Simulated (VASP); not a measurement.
Write the native input for VASP 6.6.1 that does the following.

```
Task                               : single point
Functional                         : r2SCANh
Potentials or basis                : VASP PAW PBE potentials, release 64 (Li_sv, H)
Cutoff                             : 520 eV
k mesh                             : 8 × 8 × 8
Occupations                        : gaussian, width 0.01 eV
Spin                               : no spin polarisation
Dipole correction                  : no
Grid for exact exchange (PRECFOCK) : Normal
Further INCAR settings             : ALGO = Normal; EDIFF = 1e-06; NBANDS = 9
Share of exact exchange            : 0.1
```

Crystal: LiH.

```
CELL_PARAMETERS angstrom
0.00000 1.99847 1.99847
1.99847 0.00000 1.99847
1.99847 1.99847 0.00000
ATOMIC_POSITIONS crystal
Li 0.00000 0.00000 0.00000
H 0.50000 0.50000 0.50000
```

These files were run (other wordings do the same):

POSCAR

```
LiH
1.0
    0.0000000000      1.9984726919      1.9984726919
    1.9984726919      0.0000000000      1.9984726919
    1.9984726919      1.9984726919      0.0000000000
Li H
1 1
Direct
    0.0000000000      0.0000000000      0.0000000000
    0.5000000000      0.5000000000      0.5000000000
```

INCAR.step1

```
SYSTEM = LiH
ALGO     = Normal         ! electronic algorithm
EDIFF    = 1E-5           ! SCF threshold, eV
ENCUT    = 520            ! plane-wave cutoff, eV
GGA      = PE             ! functional
ISIF     = 2              ! what is computed and relaxed
ISMEAR   = 0              ! smearing method
LASPH    = .TRUE.         ! aspherical terms in the spheres
LCHARG   = .FALSE.        ! write CHGCAR
LREAL    = .FALSE.        ! projectors in reciprocal space
LWAVE    = .TRUE.         ! write WAVECAR
NBANDS   = 9              ! bands
NELM     = 60             ! most SCF steps
PREC     = Accurate       ! precision mode
SIGMA    = 0.01           ! smearing width, eV
```

INCAR.step2

```
SYSTEM = LiH
AEXX     = 0.1            ! exact-exchange fraction
ALGO     = Normal         ! electronic algorithm
EDIFF    = 1E-6           ! SCF threshold, eV
ENCUT    = 520            ! plane-wave cutoff, eV
ISIF     = 2              ! what is computed and relaxed
ISMEAR   = 0              ! smearing method
ISTART   = 1            
LASPH    = .TRUE.         ! aspherical terms in the spheres
LCHARG   = .FALSE.        ! write CHGCAR
LHFCALC  = .TRUE.         ! exact exchange
LMIXTAU  = .TRUE.       
LREAL    = .FALSE.        ! projectors in reciprocal space
LWAVE    = .FALSE.        ! write WAVECAR
METAGGA  = R2SCAN         ! meta-GGA
NBANDS   = 9              ! bands
NELM     = 60             ! most SCF steps
PREC     = Accurate       ! precision mode
PRECFOCK = Normal       
SIGMA    = 0.01           ! smearing width, eV
```

KPOINTS

```
k-points
0
G
  8 8 8
  0 0 0
```

Potentials or basis: VASP PAW PBE potentials, release 64 (Li_sv, H).

Launch:

```bash
$ cat potpaw_PBE.64/Li_sv/POTCAR potpaw_PBE.64/H/POTCAR > POTCAR
$ cp INCAR.step1 INCAR
$ mpirun -np 1 vasp_std > vasp.out
$ cp INCAR.step2 INCAR
$ mpirun -np 1 vasp_std > vasp.out
```

It gave:

- Band gap on the k mesh: 4.19 eV

Wall time 11 min on 1 thread of Intel Xeon 8259CL, with other jobs on the host, peak memory 0.15 GiB.
